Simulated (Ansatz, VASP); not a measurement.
Two plane-wave programs on Sr

File POSCAR:

```
Sr
1.0
    4.2926760000      0.0000000000      0.0000000000
   -2.1463380000      3.7175670000      0.0000000000
    0.0000000000      0.0000000000      7.0216620000
Sr
2
Direct
    0.3333000000      0.6667000000      0.2500000000
    0.6666000000      0.3333000000      0.7500000000
```

The input INCAR.step1:

```
SYSTEM = Sr
PREC     = Accurate       ! precision mode
ENCUT    = 520            ! plane-wave cutoff, eV
ISMEAR   = -1             ! smearing method
SIGMA    = 0.1            ! smearing width, eV
LREAL    = .FALSE.        ! projectors in reciprocal space
LASPH    = .TRUE.         ! aspherical terms in the spheres
NELM     = 60             ! most SCF steps
NBANDS   = 17             ! bands
GGA      = PE             ! functional
ALGO     = Normal         ! electronic algorithm
EDIFF    = 1E-4           ! SCF threshold, eV
LWAVE    = .TRUE.         ! write WAVECAR
LCHARG   = .FALSE.        ! write CHGCAR
```

File INCAR.step2:

```
SYSTEM = Sr
PREC     = Accurate       ! precision mode
ENCUT    = 520            ! plane-wave cutoff, eV
EDIFF    = 1E-6           ! SCF threshold, eV
ISMEAR   = -1             ! smearing method
SIGMA    = 0.1            ! smearing width, eV
LREAL    = .FALSE.        ! projectors in reciprocal space
LASPH    = .TRUE.         ! aspherical terms in the spheres
NELM     = 60             ! most SCF steps
ALGO     = Normal         ! electronic algorithm
ISIF     = 2              ! what is computed and relaxed
LWAVE    = .FALSE.        ! write WAVECAR
LCHARG   = .FALSE.        ! write CHGCAR
METAGGA  = R2SCAN         ! meta-GGA
LMIXTAU  = .TRUE.       
NBANDS   = 17             ! bands
ISTART   = 1
```

File KPOINTS:

```
Automatic mesh
0
G
  9 9 5
  0 0 0
```

Input for Ansatz:

```yaml
crystal:
  lattice:
    - [4.292676, 0.0, 0.0]
    - [-2.146338, 3.717567, 0.0]
    - [0.0, 0.0, 7.021662]
  atoms:
    - { symbol: Sr, position: [0.3333, 0.6667, 0.25] }
    - { symbol: Sr, position: [0.6666, 0.3333, 0.75] }
  symmetry: { tolerance: 0.0003 }
kpoints:
  mp_grid: { grid: [9, 9, 5], shift: [0, 0, 0] }
  band_path:
    path:
      - [0.0, 0.0, 0.0]
      - [0.49999997, 4.0e-08, 0.0]
      - [0.33333332, 0.33333339, 0.0]
      - [0.0, 0.0, 0.0]
      - [0.0, 0.0, 0.5]
      - [0.49999997, 4.0e-08, 0.5]
      - [0.33333332, 0.33333339, 0.5]
      - [0.0, 0.0, 0.5]
      - [0.49999997, 4.0e-08, 0.5]
      - [0.49999997, 4.0e-08, 0.0]
      - [0.33333332, 0.33333339, 0.5]
    npoints: 6
magnetization:
  spin_polarized: false
scf:
  occupations: { method: fermi_dirac }
  lower_state_search: "off"
  max_iter: 200
hamiltonian:
  pseudopotentials: { kind: paw }
  xc: r2scan
basis:
  ecutwfc: 500
  fft_grid_basis: typed
output:
  forces: true
  stress: true
  eigenvalues: true
  bader: true
  populations: true
  elf: true
  write_potential: true
  volumetric_format: npy
  dos:
    e_range: [-12, 8]
    de: 0.05
    projected: { site_lists: { Sr: [Sr] } }
checkpoint:
  read: saved_state
```

Alike in both runs: task single point; functional r2SCAN; k mesh 9 × 9 × 5; no spin polarisation.

|  | VASP | Ansatz |
| --- | --- | --- |
| version | VASP 6.6.1 | Ansatz 0.2.0 |
| potentials or method | VASP PAW PBE potentials, release 64 (Sr_sv), cutoff 520 eV | PAW plane waves |
| occupations | fermi-dirac, width 0.1 eV | fermi-dirac |
| valence electrons in the cell | 20 | 20 |

|  | VASP | Ansatz | Ansatz less VASP |
| --- | --- | --- | --- |
| pressure (GPa) | 0.3 | 0.3 | -0.02 |
| traceless stress, the component that is largest in VASP (GPa) | 0.12 | 0.12 | -0.002 |

VASP's potentials were made for PBE, not for r2SCAN. Ansatz's warnings: structure snapped to symmetry.
